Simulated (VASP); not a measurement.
Crystal: Au.

```
Au
1.0
     1.65346   -5.24510    0.00000
     1.65346    5.24510    0.00000
     0.00000    0.00000    4.37591
Au
4
Cartesian
  1.6535 4.2171 3.9821
  1.6535 -1.0280 2.5818
  1.6535 -4.2171 0.3938
  1.6535 1.0280 1.7941
```

| Quantity | Value |
| --- | --- |
| Program | VASP 6.6.1 |
| Task | relaxation of cell and atoms |
| Functional | PBE |
| Potentials or basis | VASP PAW PBE potentials, release 64 (Au) |
| Cutoff | 600 eV |
| k mesh | 6 × 6 × 4 |
| Occupations | gaussian, width 0.1 eV |
| Spin | no spin polarisation |

At the start: pressure 101.7 GPa; volume 18.98 Å³/atom.

Problem. Where does the relaxation end?

Solution. Over 56 steps the energy falls by 3436.5 meV/atom and the volume is 18.89 Å³/atom (-0.5 %); space group Fmmm (No. 69, to 0.05 Å).

The path:
| step | energy change (eV) | largest force (eV/Å) | pressure (GPa) | volume (Å³) |
| --- | --- | --- | --- | --- |
| 1 | 0.0000 | 15.2347 | 101.75 | 75.90 |
| 3 | -3.5704 | 0.4441 | -3.18 | 275.96 |
| 5 | -8.0514 | 0.3834 | -10.40 | 149.33 |
| 7 | -11.4700 | 2.5771 | 1.60 | 91.28 |
| 9 | -11.6054 | 1.6316 | -4.17 | 96.42 |
| 11 | -12.2419 | 1.6306 | -4.73 | 90.24 |
| 13 | -12.6483 | 2.1440 | -1.09 | 83.56 |
| 15 | -12.9261 | 1.4723 | 3.38 | 78.78 |
| 17 | -13.2493 | 0.1754 | 1.37 | 78.14 |
| 19 | -13.3865 | 0.1532 | -4.75 | 80.83 |
| 21 | -13.5390 | 0.1814 | -0.01 | 76.39 |
| 23 | -13.5416 | 0.1762 | 0.81 | 75.82 |
| 25 | -13.5478 | 0.0529 | -0.07 | 76.23 |
| 27 | -13.5543 | 0.0266 | -0.24 | 76.23 |
| 29 | -13.5556 | 0.0923 | -0.33 | 76.21 |
| 31 | -13.5614 | 0.0229 | 1.40 | 75.04 |
| 33 | -13.5625 | 0.0442 | 1.89 | 74.71 |
| 35 | -13.5635 | 0.1043 | 3.02 | 74.03 |
| 37 | -13.5648 | 0.1266 | 3.30 | 73.87 |
| 39 | -13.5665 | 0.1571 | 3.59 | 73.70 |
| 41 | -13.5801 | 0.1576 | 2.70 | 74.11 |
| 43 | -13.6257 | 0.1593 | -0.68 | 75.75 |
| 45 | -13.6767 | 0.1375 | -4.72 | 78.51 |
| 47 | -13.6836 | 0.1385 | -4.41 | 78.26 |
| 49 | -13.6908 | 0.1301 | -4.48 | 78.54 |
| 51 | -13.7233 | 0.1369 | -2.70 | 77.27 |
| 53 | -13.7412 | 0.1473 | 0.19 | 75.49 |
| 55 | -13.7441 | 0.1013 | 0.13 | 75.52 |
| 56 | -13.7458 | 0.0302 | 0.06 | 75.55 |

Final structure:
```cif
data_structure
_symmetry_space_group_name_H-M 'P 1'
_symmetry_Int_Tables_number 1
_cell_length_a 5.5826
_cell_length_b 5.5826
_cell_length_c 5.0561
_cell_angle_alpha 90.000
_cell_angle_beta 90.000
_cell_angle_gamma 151.349
_cell_volume 75.55
loop_
_atom_site_label
_atom_site_type_symbol
_atom_site_fract_x
_atom_site_fract_y
_atom_site_fract_z
_atom_site_occupancy
Au1 Au 0.12993 0.87007 0.00040 1
Au2 Au 0.62993 0.37007 0.49960 1
Au3 Au 0.87007 0.12993 0.99960 1
Au4 Au 0.37007 0.62993 0.50040 1
```
